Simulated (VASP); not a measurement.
# PbS (I4mm) in VASP: further runs

PbS is run at these levels: PBE; tasks: single point.

Everything below comes from runs of VASP 6.6.1. Logs are shortened: lines on timing, memory, paths and dates and some standing lists are left out, and cuts for length are marked.

## Step 1: The cell of the first run

It takes space group I4mm (No. 107, tetragonal). Conventional cell: a = 4.243 Å, b = 4.243 Å, c = 6.000 Å, α = 90.00°, β = 90.00°, γ = 90.00°. Pb (site symmetry 4mm) has 6 S at 2.64 to 3.36 Å within 3.5 Å. Within 3.5 Å of S (site symmetry 4mm) lie 6 Pb at 2.64 to 3.36 Å.

## Step 2: Single point, PBE

Contents of INCAR:

```
PREC = Accurate
ENCUT = 500
EDIFF = 1E-6
ISMEAR = -1
SIGMA = 0.1
LREAL = F
LASPH = T
NELM = 120
ALGO = Normal
ISIF = 2
LWAVE = F
LCHARG = T
GGA = PE
LELF = T
LVHAR = T
NBANDS = 17
GGA_COMPAT = F
```

Contents of KPOINTS:

```
regular mesh
0
Gamma
  4 4 4
```

Contents of POSCAR:

```
PbS
1.0
    0.0000000000      3.0000000000      3.0000000000
    3.0000000000      0.0000000000      3.0000000000
    3.0000000000      3.0000000000      0.0000000000
Pb S
1 1
Direct
    0.0000000000      0.0000000000      0.0000000000
    0.4400000000      0.4400000000      0.5600000000
```

Potentials or basis: VASP PAW PBE potentials, release 64 (Pb_d, S).

Launch:

```sh
cat potpaw_PBE.64/Pb_d/POTCAR potpaw_PBE.64/S/POTCAR > POTCAR
mpirun -np 1 vasp_std > vasp.out
```

OUTCAR:

```text
PREC = Accurate
   ENCUT = 500
   EDIFF = 1E-6
   ISMEAR = -1
   LREAL = F
   LASPH = T
   NELM = 120
   ISIF = 2
   GGA = PE

 ion  position               nearest neighbor table
   1  0.000  0.000  0.000-   2 2.64   2 3.02   2 3.02   2 3.02   2 3.02   2 3.36
   2  0.440  0.440  0.560-   1 2.64   1 3.02   1 3.02   1 3.02   1 3.02   1 3.36

  LATTYP: Found a face centered cubic cell.
 ALAT       =     6.0000000000

  Lattice vectors:

 A1 = (   0.0000000000,   3.0000000000,   3.0000000000)
 A2 = (   3.0000000000,   0.0000000000,   3.0000000000)
 A3 = (   3.0000000000,   3.0000000000,   0.0000000000)

Analysis of symmetry for initial positions (statically):
=====================================================================
 Subroutine PRICEL returns:
 Original cell was already a primitive cell.

 Routine SETGRP: Setting up the symmetry group for a
 face centered cubic supercell.

 Subroutine GETGRP returns: Found  8 space group operations
 (whereof  8 operations were pure point group operations)
 out of a pool of 48 trial point group operations.

The static configuration has the point symmetry C_4v.

Analysis of symmetry for dynamics (positions and initial velocities):
=====================================================================
 Subroutine PRICEL returns:
 Original cell was already a primitive cell.

 Routine SETGRP: Setting up the symmetry group for a
 face centered cubic supercell.

 Subroutine GETGRP returns: Found  8 space group operations
 (whereof  8 operations were pure point group operations)
 out of a pool of 48 trial point group operations.

The dynamic configuration has the point symmetry C_4v.

 Subroutine INISYM returns: Found  8 space group operations
 (whereof  8 operations are pure point group operations),
 and found     1 'primitive' translations

----------------------------------------------------------------------------------------

                                     Primitive cell

  volume of cell :      54.0000

  direct lattice vectors                    reciprocal lattice vectors
     0.000000000  3.000000000  3.000000000    -0.166666667  0.166666667  0.166666667
     3.000000000  0.000000000  3.000000000     0.166666667 -0.166666667  0.166666667
     3.000000000  3.000000000  0.000000000     0.166666667  0.166666667 -0.166666667

  length of vectors
     4.242640687  4.242640687  4.242640687     0.288675135  0.288675135  0.288675135

  position of ions in fractional coordinates (direct lattice)
     0.000000000  0.000000000  0.000000000
[... 65 lines left out ...]
   NELM   =    120;   NELMIN=  2; NELMDL= -5     # of ELM steps
   EDIFF  = 0.1E-05   stopping-criterion for ELM
   LREAL  =      F    real-space projection
   EDIFFG = 0.1E-04   stopping-criterion for IOM
   NSW    =      0    number of steps for IOM
   IBRION =     -1    ionic relax: 0-MD 1-quasi-New 2-CG
   NFREE  =      0    steps in history (QN), initial steepest desc. (CG)
   ISIF   =      2    stress and relaxation
   ISYM   =      2    0-nonsym 1-usesym 2-fastsym
   POTIM  = 0.5000    time-step for ionic-motion
   TEBEG  =    0.0;   TEEND  =   0.0 temperature during run
   PSTRESS=    0.0 pullay stress
   NELECT =      20.0000    total number of electrons
   NUPDOWN=      -1.0000    fix difference up-down
   EMIN   =  10.00;   EMAX   =-10.00  energy-range for DOS
   EFERMI =   0.00;   METHOD = LEGACY
   ISMEAR =    -1;   SIGMA  =   0.10  broadening in eV -4-tet -1-fermi 0-gaus
   EFERMI_NEDOS =   21; number of points for ismear=-14 and -15
   IALGO  =     38    algorithm
   IMIX   =      4    mixing-type and parameters
     AMIX     =   0.40;   BMIX     =  1.00
     AMIX_MAG =   1.60;   BMIX_MAG =  1.00
  volume/ion in A,a.u.               =      27.00       182.20
  Fermi-wavevector in a.u.,A,eV,Ry     =   1.175674  2.221702 18.806100  1.382209
  Thomas-Fermi vector in A             =   2.312051
   LORBIT       =      0    0 simple, 1 ext, 2 COOP (PROOUT), +10 PAW based schemes
   GGA     = PE    functional components
   LHFCALC =     F    Hartree Fock is set to
   AEXX    =    0.0000 exact exchange contribution
   IVDW    =     0    specifies the selected vdW correction
   LEPSILON=     F    determine dielectric tensor
   LRPA    =     F    only Hartree local field effects (RPA)
 non-spin polarized calculation
  energy-cutoff  :      500.00
  volume of cell :       54.00
 maximum number of plane-waves:      1384
 NGX is ok and might be reduce to    32
   NGX = 15   NGY = 15   NGZ = 15

 number of electron      20.0000002 magnetization

 Free energy of the ion-electron system (eV)
  ---------------------------------------------------
  ext. energy  EPLUGINS =         0.00000000
  ---------------------------------------------------
  free energy    TOTEN  =        -8.72220231 eV

  energy without entropy =       -8.72168399  energy(sigma->0) =       -8.72194315

 E-fermi :   5.6137     XC(G=0):  -9.5016

 val. band max:        5.0257677815   @ k =   0.5000   0.0000   0.0000
 cond. band min:       6.1954040918   @ k =   0.5000   0.0000   0.0000
 fundamental gap:      1.1696363103
 Fermi energy:         5.6137261060

 k-point     1 :       0.0000    0.0000    0.0000
  band No.  band energies     occupation
      1     -11.3543      2.00000
      2     -11.3453      2.00000
      3     -11.3365      2.00000
      4     -11.3286      2.00000
      5     -11.3286      2.00000
      6      -8.0867      2.00000
[... 237 lines left out ...]
      4     -11.3124      2.00000
      5     -11.3016      2.00000
      6      -6.5717      2.00000
[... 9 lines left out ...]
     16      17.1513      0.00000
     17      17.6017      0.00000

------------------------ aborting loop because EDIFF is reached ----------------------------------------

  FORCE on cell =-STRESS in cart. coord.  units (eV):
  Direction    XX          YY          ZZ          XY          YZ          ZX
  --------------------------------------------------------------------------------------
  -------------------------------------------------------------------------------------
  Total        0.0542682      0.0542682      1.8332954      0.0000000      0.0000000      0.0000000
  in kB        1.6101337      1.6101337     54.3937853      0.0000000      0.0000000      0.0000000
  external PRESSURE =      19.2046843 kB  Pullay stress =       0.0000000 kB

 VOLUME and BASIS-vectors are now :
 -----------------------------------------------------------------------------
  energy-cutoff  :      500.00
  volume of cell :       54.00
      direct lattice vectors                 reciprocal lattice vectors
     0.000000000  3.000000000  3.000000000    -0.166666667  0.166666667  0.166666667
     3.000000000  0.000000000  3.000000000     0.166666667 -0.166666667  0.166666667
     3.000000000  3.000000000  0.000000000     0.166666667  0.166666667 -0.166666667

 POSITION                                       TOTAL-FORCE (eV/Angst)
 -----------------------------------------------------------------------------------
      0.00000      0.00000      0.00000         0.000000      0.000000     -0.526751
      3.00000      3.00000      2.64000         0.000000      0.000000      0.526751
 -----------------------------------------------------------------------------------
    total drift:                               -0.000000     -0.000000      0.000290

  FREE ENERGIE OF THE ION-ELECTRON SYSTEM (eV)
  ---------------------------------------------------
  free  energy   TOTEN  =        -8.7222023052 eV

  energy  without entropy=       -8.7216839905  energy(sigma->0) =       -8.72194315
```

OSZICAR:

```text
N       E                     dE             d eps       ncg     rms          rms(c)
DAV:   1     0.160997419709E+03    0.16100E+03   -0.94187E+03   442   0.119E+03
DAV:   2     0.316470745479E+01   -0.15783E+03   -0.15229E+03   483   0.307E+02
DAV:   3    -0.891390852746E+01   -0.12079E+02   -0.12011E+02   579   0.912E+01
DAV:   4    -0.918778815707E+01   -0.27388E+00   -0.27369E+00   562   0.156E+01
DAV:   5    -0.919944644408E+01   -0.11658E-01   -0.11657E-01   675   0.313E+00    0.485E+00
DAV:   6    -0.871794078300E+01    0.48151E+00   -0.14604E+00   710   0.842E+00    0.351E+00
DAV:   7    -0.871942897960E+01   -0.14882E-02   -0.13757E-01   608   0.193E+00    0.192E+00
DAV:   8    -0.872218444957E+01   -0.27555E-02   -0.14924E-02   549   0.125E+00    0.122E-01
DAV:   9    -0.872202020353E+01    0.16425E-03   -0.26861E-03   746   0.411E-01    0.107E-01
DAV:  10    -0.872217307660E+01   -0.15287E-03   -0.33807E-04   503   0.115E-01    0.373E-02
DAV:  11    -0.872220145416E+01   -0.28378E-04   -0.56310E-05   617   0.690E-02    0.271E-02
DAV:  12    -0.872220230519E+01   -0.85102E-06   -0.29478E-06   583   0.104E-02
   1 F= -.87222023E+01 E0= -.87219431E+01  d E =-.518315E-03
```

It took 22 s on 1 thread of AMD EPYC 7R13, shared host; peak memory 0.15 GiB.

What came out:

```
Free energy            : -8.7222 eV
Pressure               : 1.9 GPa
Largest force          : 0.527 eV/Å
Band gap on the k mesh : 1.17 eV, direct
```

Forces on the atoms (eV/Å):
```
Pb   0.000  0.000 -0.527
S    0.000  0.000  0.527
```

Stress tensor (GPa, compression positive):
```
0.16 0.00 0.00
0.00 0.16 0.00
0.00 0.00 5.44
```

Caveat: the k points lie up to 0.45 Å⁻¹ apart; spin-orbit coupling is left out, which moves the levels of the heavy elements. A k mesh can miss the band edges.

## Step 3: Single point, PBE

Contents of INCAR:

```
SYSTEM = PbS
ALGO     = Normal         ! electronic algorithm
EDIFF    = 1E-6           ! SCF threshold, eV
ENCUT    = 500            ! plane-wave cutoff, eV
GGA      = PE             ! functional
GGA_COMPAT= .FALSE.      
ISIF     = 2              ! what is computed and relaxed
ISMEAR   = -1             ! smearing method
LASPH    = .TRUE.         ! aspherical terms in the spheres
LCHARG   = .FALSE.        ! write CHGCAR
LREAL    = .FALSE.        ! projectors in reciprocal space
LWAVE    = .FALSE.        ! write WAVECAR
NBANDS   = 17             ! bands
NELM     = 120            ! most SCF steps
PREC     = Accurate       ! precision mode
SIGMA    = 0.1            ! smearing width, eV
```

Contents of KPOINTS:

```
k-points
0
G
  4 4 4
  0 0 0
```

POSCAR is that of step 2.

Potentials or basis: VASP PAW PBE potentials, release 64 (Pb_d, S).

Launch:

```sh
cat potpaw_PBE.64/Pb_d/POTCAR potpaw_PBE.64/S/POTCAR > POTCAR
mpirun -np 1 vasp_std > vasp.out
```

It took 22 s on 1 thread of AMD EPYC 7R13, shared host; peak memory 0.14 GiB.

Results (log left out):

```
Free energy            : -8.7222 eV
Pressure               : 1.9 GPa
Largest force          : 0.527 eV/Å
Band gap on the k mesh : 1.17 eV, direct
```

Forces in eV/Å, atoms in the order of the input:
```
Pb   0.000  0.000 -0.527
S    0.000  0.000  0.527
```

Stress tensor (GPa, compression positive):
```
0.16 0.00 0.00
0.00 0.16 0.00
0.00 0.00 5.44
```

Levels at points of the mesh, in eV from the valence-band top:
```
           k point  band 7  band 8  band 9  band 10  band 11  band 12  band 13  band 14
(0.00, 0.00, 0.00)   -5.65   -1.89   -1.62    -1.62     4.76     4.76     5.66     7.13
(0.50, 0.00, 0.00)   -8.23   -1.71   -1.41     0.00     1.17     2.48     2.94     8.65
(0.50, 0.50, 0.00)   -7.41   -3.97   -2.93    -2.93     4.35     5.95     5.95     6.01
(0.00, 0.50, 0.50)   -6.78   -4.59   -2.86    -2.78     3.42     5.76     6.29     6.77
```

Caveat: the k points lie up to 0.45 Å⁻¹ apart; spin-orbit coupling is left out, which moves the levels of the heavy elements.
